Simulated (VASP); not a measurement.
# F2 in VASP: a series of runs

The runs below take F2 through single point, relaxation of the atoms, with PBEsol.

All numbers are computed with VASP 6.6.1; they aren't measurements. Logs are shortened: lines on timing, memory, paths and dates and some standing lists are left out, and cuts for length are marked.

## (1) The cell of the first run

The cell holds a molecule in a box, 2 atoms: a = 9.000 Å, b = 9.500 Å, c = 10.000 Å, α = 90.00°, β = 90.00°, γ = 90.00°.

## (2) Single point, PBEsol

File INCAR:

```
SYSTEM = F
  PREC = Accurate
  ENCUT = 520
  EDIFF = 1E-6
  ISMEAR = 0
  SIGMA = 0.05
  LREAL = .FALSE.
  LASPH = .TRUE.
  NELM = 100
  ALGO = Normal
  ISIF = 2
  LWAVE = .FALSE.
  LCHARG = .TRUE.
  GGA = PS
  LELF = .TRUE.
  LVHAR = .TRUE.
  NBANDS = 14
```

File KPOINTS:

```
regular mesh
0
G
  1 1 1
  0 0 0
```

File POSCAR:

```
F
1.0
    9.0000000000      0.0000000000      0.0000000000
    0.0000000000      9.5000000000      0.0000000000
    0.0000000000      0.0000000000     10.0000000000
F
2
Direct
    0.5000000000      0.5000000000      0.4301054758
    0.5000000000      0.5000000000      0.5698945242
```

Potentials or basis: VASP PAW PBE potentials, release 64 (F).

The run is started by

```
$ cat potpaw_PBE.64/F/POTCAR > POTCAR
$ mpirun -np 1 vasp_gam > vasp.out
```

OUTCAR:

```text
SYSTEM = F
   PREC = Accurate
   ENCUT = 520
   EDIFF = 1E-6
   ISMEAR = 0
   LREAL = .FALSE.
   LASPH = .TRUE.
   NELM = 100
   ISIF = 2
   GGA = PS

 ion  position               nearest neighbor table
   1  0.500  0.500  0.430-   2 1.40
   2  0.500  0.500  0.570-   1 1.40

  LATTYP: Found a simple orthorhombic cell.
 ALAT       =     9.0000000000
 B/A-ratio  =     1.0555555556
 C/A-ratio  =     1.1111111111

  Lattice vectors:

 A1 = (   9.0000000000,   0.0000000000,   0.0000000000)
 A2 = (   0.0000000000,   9.5000000000,   0.0000000000)
 A3 = (   0.0000000000,   0.0000000000,  10.0000000000)

Analysis of symmetry for initial positions (statically):
=====================================================================
 Subroutine PRICEL returns:
 Original cell was already a primitive cell.

 Routine SETGRP: Setting up the symmetry group for a
 simple orthorhombic supercell.

 Subroutine GETGRP returns: Found  8 space group operations
 (whereof  8 operations were pure point group operations)
 out of a pool of  8 trial point group operations.

The static configuration has the point symmetry D_2h.

Analysis of symmetry for dynamics (positions and initial velocities):
=====================================================================
 Subroutine PRICEL returns:
 Original cell was already a primitive cell.

 Routine SETGRP: Setting up the symmetry group for a
 simple orthorhombic supercell.

 Subroutine GETGRP returns: Found  8 space group operations
 (whereof  8 operations were pure point group operations)
 out of a pool of  8 trial point group operations.

The dynamic configuration has the point symmetry D_2h.

 Subroutine INISYM returns: Found  8 space group operations
 (whereof  8 operations are pure point group operations),
 and found     1 'primitive' translations

----------------------------------------------------------------------------------------

                                     Primitive cell

  volume of cell :     855.0000

  direct lattice vectors                    reciprocal lattice vectors
     9.000000000  0.000000000  0.000000000     0.111111111  0.000000000  0.000000000
     0.000000000  9.500000000  0.000000000     0.000000000  0.105263158  0.000000000
     0.000000000  0.000000000 10.000000000     0.000000000  0.000000000  0.100000000

  length of vectors
     9.000000000  9.500000000 10.000000000     0.111111111  0.105263158  0.100000000

  position of ions in fractional coordinates (direct lattice)
     0.500000000  0.500000000  0.430105476
     0.500000000  0.500000000  0.569894524

  ion indices of the primitive-cell ions
   primitive index   ion index
                 1           1
                 2           2

----------------------------------------------------------------------------------------

 KPOINTS: regular mesh

Automatic generation of k-mesh.
 Grid dimensions read from file:
 generate k-points for:    1    1    1

 Generating k-lattice:

  Cartesian coordinates                     Fractional coordinates (reciprocal lattice)
     0.111111111  0.000000000  0.000000000     1.000000000  0.000000000  0.000000000
     0.000000000  0.105263158  0.000000000     0.000000000  1.000000000  0.000000000
     0.000000000  0.000000000  0.100000000     0.000000000  0.000000000  1.000000000

  Length of vectors
     0.111111111  0.105263158  0.100000000

  Shift w.r.t. Gamma in fractional coordinates (k-lattice)
     0.000000000  0.000000000  0.000000000

 Subroutine IBZKPT returns following result:
 ===========================================

 Found      1 irreducible k-points:

 Following reciprocal coordinates:
            Coordinates               Weight
  0.000000  0.000000  0.000000      1.000000
   k-points           NKPTS =      1   k-points in BZ     NKDIM =      1   number of bands    NBANDS=     14
   number of dos      NEDOS =    301   number of ions     NIONS =      2
   total plane-waves  NPLWV = 403200
   dimension x,y,z NGX =    70 NGY =   72 NGZ =   80
   dimension x,y,z NGXF=   140 NGYF=  144 NGZF=  160
   ions per type =               2
   NGX,Y,Z   is equivalent  to a cutoff of  12.93, 12.60, 13.30 a.u.
   NGXF,Y,Z  is equivalent  to a cutoff of  25.86, 25.20, 26.60 a.u.
 SYSTEM =  F
   PREC   = accura    normal or accurate (medium, high low for compatibility)
   ISTART =      0    job   : 0-new  1-cont  2-samecut
   ICHARG =      2    charge: 1-file 2-atom 10-const
   ISPIN  =      1    spin polarized calculation?
   LNONCOLLINEAR =      F non collinear calculations
   LSORBIT =      F    spin-orbit coupling
   LASPH  =      T    aspherical Exc in radial PAW
   ENCUT  =  520.0 eV  38.22 Ry    6.18 a.u.  16.73 17.66 18.59*2*pi/ulx,y,z
   NELM   =    100;   NELMIN=  2; NELMDL= -5     # of ELM steps
   EDIFF  = 0.1E-05   stopping-criterion for ELM
   LREAL  =      F    real-space projection
   EDIFFG = 0.1E-04   stopping-criterion for IOM
   NSW    =      0    number of steps for IOM
   IBRION =     -1    ionic relax: 0-MD 1-quasi-New 2-CG
   NFREE  =      0    steps in history (QN), initial steepest desc. (CG)
   ISIF   =      2    stress and relaxation
   ISYM   =      2    0-nonsym 1-usesym 2-fastsym
   POTIM  = 0.5000    time-step for ionic-motion
   TEBEG  =    0.0;   TEEND  =   0.0 temperature during run
   PSTRESS=    0.0 pullay stress
   NELECT =      14.0000    total number of electrons
   NUPDOWN=      -1.0000    fix difference up-down
   EMIN   =  10.00;   EMAX   =-10.00  energy-range for DOS
   EFERMI =   0.00;   METHOD = LEGACY
   ISMEAR =     0;   SIGMA  =   0.05  broadening in eV -4-tet -1-fermi 0-gaus
   EFERMI_NEDOS =   21; number of points for ismear=-14 and -15
   IALGO  =     38    algorithm
   IMIX   =      4    mixing-type and parameters
     AMIX     =   0.40;   BMIX     =  1.00
     AMIX_MAG =   1.60;   BMIX_MAG =  1.00
  volume/ion in A,a.u.               =     427.50      2884.91
  Fermi-wavevector in a.u.,A,eV,Ry     =   0.415715  0.785587  2.351342  0.172819
  Thomas-Fermi vector in A             =   1.374838
   LORBIT       =      0    0 simple, 1 ext, 2 COOP (PROOUT), +10 PAW based schemes
   GGA     = PS    functional components
   LHFCALC =     F    Hartree Fock is set to
   AEXX    =    0.0000 exact exchange contribution
   IVDW    =     0    specifies the selected vdW correction
   LEPSILON=     F    determine dielectric tensor
   LRPA    =     F    only Hartree local field effects (RPA)
 non-spin polarized calculation
 Gauss-broadening in eV      SIGMA  =   0.05
  energy-cutoff  :      520.00
  volume of cell :      855.00
 maximum number of plane-waves:     11510
 NGX is ok and might be reduce to    70
   NGX = 33   NGY = 35   NGZ = 37

 number of electron      13.9999997 magnetization

 Free energy of the ion-electron system (eV)
  ---------------------------------------------------
  ext. energy  EPLUGINS =         0.00000000
  ---------------------------------------------------
  free energy    TOTEN  =        -3.86410309 eV

  energy without entropy =       -3.86410309  energy(sigma->0) =       -3.86410309

 E-fermi :  -8.9103     XC(G=0):  -0.6017

 val. band max:       -9.1743412763   @ k =   0.0000   0.0000   0.0000
 cond. band min:      -5.5141015061   @ k =   0.0000   0.0000   0.0000
 fundamental gap:      3.6602397702
 Fermi energy:        -8.9102584038

 k-point     1 :       0.0000    0.0000    0.0000
  band No.  band energies     occupation
      1     -34.0194      2.00000
      2     -27.2958      2.00000
      3     -15.3502      2.00000
      4     -12.7337      2.00000
      5     -12.7337      2.00000
      6      -9.1744      2.00000
      7      -9.1743      2.00000
      8      -5.5141      0.00000
      9      -0.2632      0.00000
     10       1.2301      0.00000
     11       1.2856      0.00000
     12       1.3872      0.00000
     13       1.5389      0.00000
     14       1.5565      0.00000

------------------------ aborting loop because EDIFF is reached ----------------------------------------

  FORCE on cell =-STRESS in cart. coord.  units (eV):
  Direction    XX          YY          ZZ          XY          YZ          ZX
  --------------------------------------------------------------------------------------
  -------------------------------------------------------------------------------------
  Total       -0.1222793     -0.1207560      0.5261213     -0.0000000      0.0000000      0.0000000
  in kB       -0.2291381     -0.2262837      0.9858943     -0.0000000      0.0000000      0.0000000
  external PRESSURE =       0.1768242 kB  Pullay stress =       0.0000000 kB

 VOLUME and BASIS-vectors are now :
 -----------------------------------------------------------------------------
  energy-cutoff  :      520.00
  volume of cell :      855.00
      direct lattice vectors                 reciprocal lattice vectors
     9.000000000  0.000000000  0.000000000     0.111111111  0.000000000  0.000000000
     0.000000000  9.500000000  0.000000000     0.000000000  0.105263158  0.000000000
     0.000000000  0.000000000 10.000000000     0.000000000  0.000000000  0.100000000

 POSITION                                       TOTAL-FORCE (eV/Angst)
 -----------------------------------------------------------------------------------
      4.50000      4.75000      4.30105         0.000000      0.000000     -0.447774
      4.50000      4.75000      5.69895         0.000000      0.000000      0.447774
 -----------------------------------------------------------------------------------
    total drift:                                0.000000      0.000000      0.000000

  FREE ENERGIE OF THE ION-ELECTRON SYSTEM (eV)
  ---------------------------------------------------
  free  energy   TOTEN  =        -3.8641030917 eV

  energy  without entropy=       -3.8641030917  energy(sigma->0) =       -3.86410309
```

Wall time 30 s (1 thread of Intel Xeon 6975P-C (Granite Rapids), shared host); peak memory 0.75 GiB.

What came out:

```
Free energy                     : -3.8641 eV
Largest force                   : 0.448 eV/Å
Gap between the frontier levels : 3.66 eV
```

Forces in eV/Å, atoms in the order of the input:
```
F    0.000  0.000 -0.448
F    0.000  0.000  0.448
```

Caveat: the PAW data sets were made with another functional, which shifts forces and pressure a little.

## (3) Relaxation of the atoms, PBEsol

File INCAR:

```
SYSTEM = F
  PREC = Accurate
  ENCUT = 520
  EDIFF = 1E-6
  ISMEAR = 0
  SIGMA = 0.05
  LREAL = .False.
  LASPH = .True.
  NELM = 80
  ALGO = Normal
  ISIF = 2
  LWAVE = .False.
  LCHARG = .False.
  GGA = PS
  IBRION = 2
  NSW = 80
  EDIFFG = -0.03
```

File KPOINTS:

```
Automatic mesh
0
Gamma
  1 1 1
  0 0 0
```

File POSCAR:

```
F
1.0
    9.0000000000      0.0000000000      0.0000000000
    0.0000000000      9.5000000000      0.0000000000
    0.0000000000      0.0000000000     10.0000000000
F
2
Direct
    0.5000000000      0.5000000000      0.4290000000
    0.5000000000      0.5000000000      0.5710000000
```

Potentials or basis: VASP PAW PBE potentials, release 64 (F).

The run is started by

```
$ cat potpaw_PBE.64/F/POTCAR > POTCAR
$ mpirun -np 1 vasp_gam > vasp.out
```

It took 62 s on 1 thread of Intel Xeon 6975P-C (Granite Rapids), shared host; peak memory 0.78 GiB.

The run converged. Its results:

* Free energy: -3.8667 eV
* Energy gained by relaxing: 1.0 meV/atom
* Ionic steps: 3
* Gap between the frontier levels: 3.51 eV

The path:
```
step  energy change (eV)  largest force (eV/Å)  pressure (GPa)
   1              0.0000                0.3809           -0.05
   2              0.0115                1.0617            0.07
   3             -0.0020                0.0004           -0.02
```

Final structure:
```
F
1.0
     9.00000    0.00000    0.00000
     0.00000    9.50000    0.00000
     0.00000    0.00000   10.00000
F
2
Direct
  0.50000 0.50000 0.42953
  0.50000 0.50000 0.57047
```

Levels at points of the mesh, in eV from the valence-band top:
```tsv
k point	band 5	band 6	band 7	band 8	band 9	band 10
(0.00, 0.00, 0.00)	-3.45	0.00	0.00	3.51	8.96	10.45
```

Caveat: the PAW data sets were made with another functional, which shifts forces and pressure a little.

## (4) Single point, PBEsol

File INCAR:

```
SYSTEM = F
  PREC = Accurate
  ENCUT = 910
  EDIFF = 1E-6
  ISMEAR = 0
  SIGMA = 0.05
  LREAL = .FALSE.
  LASPH = .TRUE.
  NELM = 120
  ALGO = Normal
  ISIF = 2
  LWAVE = .FALSE.
  LCHARG = .TRUE.
  GGA = PS
  LELF = .TRUE.
  LVHAR = .TRUE.
  NBANDS = 14
  GGA_COMPAT = .FALSE.
  NELMDL = -8
```

File KPOINTS:

```
regular mesh
0
G
  1 1 1
  0 0 0
```

File POSCAR:

```
F
1.0
    9.0000000000      0.0000000000      0.0000000000
    0.0000000000      9.5000000000      0.0000000000
    0.0000000000      0.0000000000     10.0000000000
F
2
Direct
    0.5000000000      0.5000000000      0.4301054758
    0.5000000000      0.5000000000      0.5698945242
```

Potentials or basis: VASP PAW PBE potentials, release 64 (F_h).

The run is started by

```
$ cat potpaw_PBE.64/F_h/POTCAR > POTCAR
$ mpirun -np 1 vasp_gam > vasp.out
```

It took 79 s on 1 thread of AMD EPYC 9R45 (Zen 5), shared host; peak memory 1.2 GiB.

Results (log left out):

* Free energy: -3.9518 eV
* Largest force: 0.041 eV/Å
* Gap between the frontier levels: 3.74 eV

Forces in eV/Å, atoms in the order of the input:
```
F    0.000  0.000 -0.041
F    0.000  0.000  0.041
```

Levels at points of the mesh, in eV from the valence-band top:
```tsv
k point	band 5	band 6	band 7	band 8	band 9	band 10
(0.00, 0.00, 0.00)	-3.56	0.00	0.00	3.74	8.90	10.40
```

Caveat: the cutoff is under 1.25 times the usual one of these potentials, so pressure, stress and relaxed cells hold a basis-set (Pulay) error; the PAW data sets were made with another functional, which shifts forces and pressure a little.

## (5) Summary

| task | potentials or basis | cell | cutoff (eV) | second run | gap on the mesh (eV) | largest force (eV/Å) |
| --- | --- | --- | --- | --- | --- | --- |
| single point | VASP PAW PBE potentials, release 64 (F) | as given | 520 | - | 3.66 | 0.45 |
| relaxation of the atoms | VASP PAW PBE potentials, release 64 (F) | atoms relaxed | 520 | - | 3.51 | - |
| single point | VASP PAW PBE potentials, release 64 (F_h) | as given | 910 | hard_potentials | 3.74 | 0.04 |

Alike in all rows: level PBEsol; no spin polarisation; k mesh 1 × 1 × 1; smearing gaussian 0.05 eV.

Caveats: the PAW data sets were made with another functional, which shifts forces and pressure a little; the cutoff is under 1.25 times the usual one of these potentials, so pressure, stress and relaxed cells hold a basis-set (Pulay) error (some runs).

Total energies depend on the potentials used, so only differences within one code and one set of settings carry meaning.
